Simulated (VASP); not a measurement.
# Be2NbP3 (P6/mmm) in VASP: relaxation of cell and atoms with PBE

Aim: the relaxation of cell and atoms of Be2NbP3 with PBE.

All numbers are computed with VASP 6.6.1; they aren't measurements. Logs are shortened: lines on timing, memory, paths and dates and some standing lists are left out, and cuts for length are marked.

**1. The cell of the first run**

The structure is hexagonal, space group P6/mmm (No. 191). The conventional cell has a = 4.299 Å, b = 4.299 Å, c = 9.067 Å, α = 90.00°, β = 90.00°, γ = 120.00°. Be (site symmetry 6mm) has 1 P at 2.05 Å and 1 Nb at 2.49 Å within 2.7 Å. Within 3.3 Å of Nb (site symmetry 6/mmm) lie 2 Be at 2.49 Å. Within 3.3 Å of P (site symmetry -6m2) lie 6 P at 2.48 Å and 6 Be at 3.22 Å. P (site symmetry 6/mmm) has 2 Be at 2.05 Å and 6 P at 2.48 Å within 2.7 Å.

The cell was generated, and may not be a known phase.

**2. Relaxation of cell and atoms, PBE, collinear spin**

Contents of INCAR:

```
SYSTEM = Be2NbP3
PREC = Accurate ; ENCUT = 600
EDIFF = 1E-7 ; ISMEAR = 0
SIGMA = 0.1 ; LREAL = .FALSE.
LASPH = .TRUE. ; NELM = 200
ALGO = Normal ; ISIF = 3
LWAVE = .FALSE. ; LCHARG = .FALSE.
ISPIN = 2 ; MAGMOM = 0 0 2.09 0 0 0
LORBIT = 11 ; LMAXMIX = 4
GGA = PE ; IBRION = 2
NSW = 100 ; EDIFFG = -0.01
GGA_COMPAT = .FALSE. ; NELMIN = 4
KPAR = 4
```

Contents of KPOINTS:

```
regular mesh
0
G
  12 12 4
  0 0 0
```

Contents of POSCAR:

```
Be2NbP3
1.0
    4.2985640969      0.0000000000      0.0000000000
   -2.1492820485      3.7226657077      0.0000000000
    0.0000000000      0.0000000000      9.0668295539
Be Nb P
2 1 3
Direct
    0.0000000000      0.0000000000      0.2259117253
    0.0000000000      0.0000000000      0.7740882747
    0.0000000000      0.0000000000      0.5000000000
    0.3333333333      0.6666666667      0.0000000000
    0.6666666667      0.3333333333      0.0000000000
    0.0000000000      0.0000000000      0.0000000000
```

Potentials or basis: VASP PAW PBE potentials, release 64 (Be, Nb_sv, P).

Run with:

```sh
cat potpaw_PBE.64/Be/POTCAR potpaw_PBE.64/Nb_sv/POTCAR potpaw_PBE.64/P/POTCAR > POTCAR
mpirun -np 4 vasp_std > vasp.out
```

OUTCAR:

```text
SYSTEM = Be2NbP3
   PREC = Accurate
   ENCUT = 600
   EDIFF = 1E-7
   ISMEAR = 0
   LREAL = .FALSE.
   LASPH = .TRUE.
   NELM = 200
   ISIF = 3
   ISPIN = 2
   LORBIT = 11
   GGA = PE
   IBRION = 2
   NSW = 100
   EDIFFG = -0.01
   NELMIN = 4

 ion  position               nearest neighbor table
   1  0.000  0.000  0.226-   6 2.05   3 2.49
   2  0.000  0.000  0.774-   6 2.05   3 2.49
   3  0.000  0.000  0.500-   1 2.49   2 2.49
   4  0.333  0.667  0.000-   5 2.48   5 2.48   6 2.48   6 2.48   6 2.48   5 2.48
   5  0.667  0.333  0.000-   4 2.48   4 2.48   6 2.48   6 2.48   6 2.48   4 2.48
   6  0.000  0.000  0.000-   1 2.05   2 2.05   4 2.48   5 2.48   5 2.48   4 2.48   5 2.48   4 2.48

  LATTYP: Found a hexagonal cell.
 ALAT       =     4.2985640969
 C/A-ratio  =     2.1092693629

  Lattice vectors:

 A1 = (   4.2985640969,   0.0000000000,   0.0000000000)
 A2 = (  -2.1492820485,   3.7226657077,   0.0000000000)
 A3 = (   0.0000000000,   0.0000000000,   9.0668295539)

Analysis of symmetry for initial positions (statically):
=====================================================================
 Subroutine PRICEL returns:
 Original cell was already a primitive cell.

 Routine SETGRP: Setting up the symmetry group for a
 hexagonal supercell.

 Subroutine GETGRP returns: Found 24 space group operations
 (whereof 24 operations were pure point group operations)
 out of a pool of 24 trial point group operations.

The static configuration has the point symmetry D_6h.

Analysis of symmetry for dynamics (positions and initial velocities):
=====================================================================
 Subroutine PRICEL returns:
 Original cell was already a primitive cell.

 Routine SETGRP: Setting up the symmetry group for a
 hexagonal supercell.

 Subroutine GETGRP returns: Found 24 space group operations
 (whereof 24 operations were pure point group operations)
 out of a pool of 24 trial point group operations.

The dynamic configuration has the point symmetry D_6h.

Analysis of structural, dynamic, and magnetic symmetry:
=====================================================================
 Subroutine PRICEL returns:
 Original cell was already a primitive cell.

 Routine SETGRP: Setting up the symmetry group for a
 hexagonal supercell.

 Subroutine GETGRP returns: Found 24 space group operations
 (whereof 24 operations were pure point group operations)
 out of a pool of 24 trial point group operations.

The overall configuration has the point symmetry D_6h.

 Subroutine INISYM returns: Found 24 space group operations
 (whereof 24 operations are pure point group operations),
 and found     1 'primitive' translations

----------------------------------------------------------------------------------------

                                     Primitive cell

  volume of cell :     145.0885

  direct lattice vectors                    reciprocal lattice vectors
     4.298564097  0.000000000  0.000000000     0.232635824  0.134312356  0.000000000
    -2.149282048  3.722665708  0.000000000     0.000000000  0.268624711  0.000000000
     0.000000000  0.000000000  9.066829554     0.000000000  0.000000000  0.110292136

  length of vectors
     4.298564097  4.298564097  9.066829554     0.268624711  0.268624711  0.110292136

  position of ions in fractional coordinates (direct lattice)
     0.000000000  0.000000000  0.225911725
     0.000000000  0.000000000  0.774088275
     0.000000000  0.000000000  0.500000000
     0.333333333  0.666666667  0.000000000
     0.666666667  0.333333333  0.000000000
     0.000000000  0.000000000  0.000000000

[... 117 lines left out ...]
 NGX is ok and might be reduce to    36
   NGX = 17   NGY = 17   NGZ = 37

--------------------------------------- Ionic step        1  -------------------------------------------

 number of electron      31.9999997 magnetization       4.3690715

 Free energy of the ion-electron system (eV)
  ---------------------------------------------------
  ext. energy  EPLUGINS =         0.00000000
  ---------------------------------------------------
  free energy    TOTEN  =       -23.62750891 eV

  energy without entropy =      -23.60036955  energy(sigma->0) =      -23.61393923

------------------------ aborting loop because EDIFF is reached ----------------------------------------

  FORCE on cell =-STRESS in cart. coord.  units (eV):
  Direction    XX          YY          ZZ          XY          YZ          ZX
  --------------------------------------------------------------------------------------
  -------------------------------------------------------------------------------------
  Total       -0.0760127     -0.0760127      0.0276144      0.0000000      0.0000000      0.0000000
  in kB       -0.8393896     -0.8393896      0.3049393      0.0000000      0.0000000      0.0000000
  external PRESSURE =      -0.4579467 kB  Pullay stress =       0.0000000 kB

 VOLUME and BASIS-vectors are now :
 -----------------------------------------------------------------------------
  energy-cutoff  :      600.00
  volume of cell :      145.09
      direct lattice vectors                 reciprocal lattice vectors
     4.298564097  0.000000000  0.000000000     0.232635824  0.134312356  0.000000000
    -2.149282048  3.722665708  0.000000000     0.000000000  0.268624711  0.000000000
     0.000000000  0.000000000  9.066829554     0.000000000  0.000000000  0.110292136

 POSITION                                       TOTAL-FORCE (eV/Angst)
 -----------------------------------------------------------------------------------
      0.00000      0.00000      2.04830        -0.000000      0.000000      0.011750
      0.00000      0.00000      7.01853        -0.000000     -0.000000     -0.011750
      0.00000      0.00000      4.53341        -0.000000     -0.000000      0.000000
     -0.00000      2.48178      0.00000        -0.000000     -0.000000      0.000000
      2.14928      1.24089      0.00000         0.000000     -0.000000      0.000000
      0.00000      0.00000      0.00000        -0.000000     -0.000000      0.000000
 -----------------------------------------------------------------------------------
    total drift:                               -0.000000     -0.000000      0.000000

  FREE ENERGIE OF THE ION-ELECTRON SYSTEM (eV)
  ---------------------------------------------------
  free  energy   TOTEN  =       -23.6275089119 eV

  energy  without entropy=      -23.6003695484  energy(sigma->0) =      -23.61393923

--------------------------------------- Ionic step        2  -------------------------------------------

 number of electron      31.9999997 magnetization       4.3657758

 Free energy of the ion-electron system (eV)
  ---------------------------------------------------
  ext. energy  EPLUGINS =         0.00000000
  ---------------------------------------------------
  free energy    TOTEN  =       -23.62758066 eV

  energy without entropy =      -23.60032674  energy(sigma->0) =      -23.61395370

 E-fermi :   3.2817     XC(G=0):  -8.3830

 val. band max:        3.2801419973   @ k =   0.2500   0.0833   0.0000
 cond. band min:       3.2859587820   @ k =   0.4167   0.0000   0.5000
 fundamental gap:      0.0058167846
 Fermi energy:         3.2817370826

 spin component 1

 k-point     1 :       0.0000    0.0000    0.0000
  band No.  band energies     occupation
      1     -52.2212      1.00000
      2     -28.4898      1.00000
      3     -28.4898      1.00000
      4     -28.1774      1.00000
      5     -12.1341      1.00000
      6      -3.5350      1.00000
[... 565 lines left out ...]
     20       3.5622      0.00004
     21       5.0081      0.00000

 [... further k-points ...]

 spin component 2

 k-point     1 :       0.0000    0.0000    0.0000
  band No.  band energies     occupation
      1     -50.6585      1.00000
      2     -26.6802      1.00000
      3     -26.6802      1.00000
      4     -26.4244      1.00000
      5     -12.1126      1.00000
      6      -3.5109      1.00000
[... 565 lines left out ...]
     20       5.1606      0.00000
     21       5.6497      0.00000

 [... further k-points ...]
[... 5 lines left out ...]
  --------------------------------------------------------------------------------------
  -------------------------------------------------------------------------------------
  Total       -0.0213339     -0.0213339     -0.0040467      0.0000000      0.0000000     -0.0000000
  in kB       -0.2358212     -0.2358212     -0.0447320      0.0000000      0.0000000     -0.0000000
  external PRESSURE =      -0.1721248 kB  Pullay stress =       0.0000000 kB

 VOLUME and BASIS-vectors are now :
 -----------------------------------------------------------------------------
  energy-cutoff  :      600.00
  volume of cell :      144.94
      direct lattice vectors                 reciprocal lattice vectors
     4.295936920  0.000000000  0.000000000     0.232778092  0.134394494 -0.000000000
    -2.147968460  3.720390506  0.000000000    -0.000000000  0.268788988  0.000000000
     0.000000000  0.000000000  9.068842681     0.000000000  0.000000000  0.110267653

 POSITION                                       TOTAL-FORCE (eV/Angst)
 -----------------------------------------------------------------------------------
      0.00000      0.00000      2.04932         0.000000     -0.000000      0.004812
      2.14797      3.72039      7.01952        -0.000000      0.000000     -0.004812
      2.14797      3.72039      4.53442        -0.000000      0.000000     -0.000000
     -0.00000      2.48026      0.00000         0.000000      0.000000     -0.000000
      2.14797      1.24013      0.00000        -0.000000     -0.000000      0.000000
      2.14797      3.72039      0.00000        -0.000000      0.000000     -0.000000
 -----------------------------------------------------------------------------------
    total drift:                               -0.000000      0.000000      0.000000

  FREE ENERGIE OF THE ION-ELECTRON SYSTEM (eV)
  ---------------------------------------------------
  free  energy   TOTEN  =       -23.6275806636 eV

  energy  without entropy=      -23.6003267398  energy(sigma->0) =      -23.61395370

 reached required accuracy - stopping structural energy minimisation

 total charge

# of ion       s       p       d       tot
------------------------------------------
    1        0.477   0.396   0.000   0.874
    2        0.477   0.396   0.000   0.874
    3        2.156   5.910   2.522  10.588
    4        1.137   1.241   0.000   2.379
    5        1.137   1.241   0.000   2.379
    6        1.074   1.409   0.000   2.483
--------------------------------------------------
tot          6.459  10.594   2.522  19.575

 magnetization (x)

# of ion       s       p       d       tot
------------------------------------------
    1        0.042   0.065   0.000   0.106
    2        0.042   0.065   0.000   0.106
    3        0.036   0.043   2.227   2.305
    4        0.002   0.011   0.000   0.013
    5        0.002   0.011   0.000   0.013
    6        0.003   0.008   0.000   0.011
--------------------------------------------------
tot          0.126   0.203   2.227   2.555
```

Wall time 8.8 min (4 MPI ranks of AMD EPYC 7R43 (Zen 3), shared host); peak memory 0.57 GiB.

Results:

```yaml
Free_energy: -23.6276 eV
Relaxed_volume: 24.16 Å³/atom
Relaxed_cell: a = 4.296 Å, b = 4.296 Å, c = 9.069 Å, α = 90.00°, β = 90.00°, γ = 120.00°
Space_group_after_relaxing_to_0.1_Å: P6/mmm (No. 191)
Energy_gained_by_relaxing: 0.0 meV/atom
Ionic_steps: 2
Pressure_after_relaxing: 0.0 GPa
Largest_force_after_relaxing: 0.005 eV/Å
Net_moment: 4.37 μB per cell
Site_moments: Be +0.11; Nb +2.31; P +0.01 μB
Valence_electrons_inside_the_program's_atomic_spheres: Be 0.87; Nb 10.59; P 2.38, 2.48 (each value once)
```

Forces in eV/Å, atoms in the order of the input:
```
Be   0.000  0.000  0.005
Be   0.000  0.000 -0.005
Nb   0.000  0.000  0.000
P    0.000  0.000  0.000
P    0.000  0.000  0.000
P    0.000  0.000  0.000
```

Final structure:
```
CELL_PARAMETERS angstrom
4.29594 0.00000 0.00000
-2.14797 3.72039 0.00000
0.00000 0.00000 9.06884
ATOMIC_POSITIONS crystal
Be 0.00000 0.00000 0.22597
Be 0.00000 0.00000 0.77403
Nb 0.00000 0.00000 0.50000
P 0.33333 0.66667 0.00000
P 0.66667 0.33333 0.00000
P 0.00000 0.00000 0.00000
```
